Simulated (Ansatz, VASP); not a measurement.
## Two plane-wave programs on Mn2As2H

```
As Mn H
1.0
     1.99158    3.44951    0.00000
    -1.99158    3.44951    0.00000
     0.00000    0.00000    6.56382
As Mn H
2 2 1
Cartesian
  -0.0002 2.2998 1.7066
  0.0002 4.5992 4.8572
  -0.0002 2.2998 4.0696
  0.0002 4.5992 2.4943
  0.0000 0.0000 0.0000
```

Alike in both runs: task relaxation of cell and atoms; functional PBE; k mesh 5 × 5 × 3; occupations fermi-dirac, width 0.1255 eV; no spin polarisation; Hubbard terms Mn d U = 6.0 eV.

```csv
,VASP,Ansatz
version,VASP 6.6.1,Ansatz 0.2.0
potentials or method,"VASP PAW PBE potentials, release 64 (As, Mn_pv, H), cutoff 600 eV",PAW plane waves
valence electrons in the cell,37,61
```

Ansatz gave:

| Item | Value |
| --- | --- |
| gap on the k mesh at the Fermi level, each at its own relaxed structure (eV) | none |
| relaxed volume (Å³/atom) | 14.86 |
| relaxed cell length with the largest relative difference (Å) | 5.552 |

Q: Estimate VASP's values.

A: gap on the k mesh at the Fermi level, each at its own relaxed structure (eV): none; relaxed volume (Å³/atom): 14.73; relaxed cell length with the largest relative difference (Å): 5.933.

The programs project onto different local orbitals, so the same U acts differently, and such runs can settle in different states. A gap of «none» marks a metal or a gap that the smearing closes. VASP's potentials hold 37 valence electrons a cell and Ansatz's 61, so a difference there can come from the potentials and not from the codes. Ansatz's warnings: filled band counts differ across k points, structure snapped to symmetry.

The k mesh is coarse, so the values compare programs but aren't converged. Noted on VASP's run: the volume moved by over 15 % at a fixed basis, so the end points are rough.
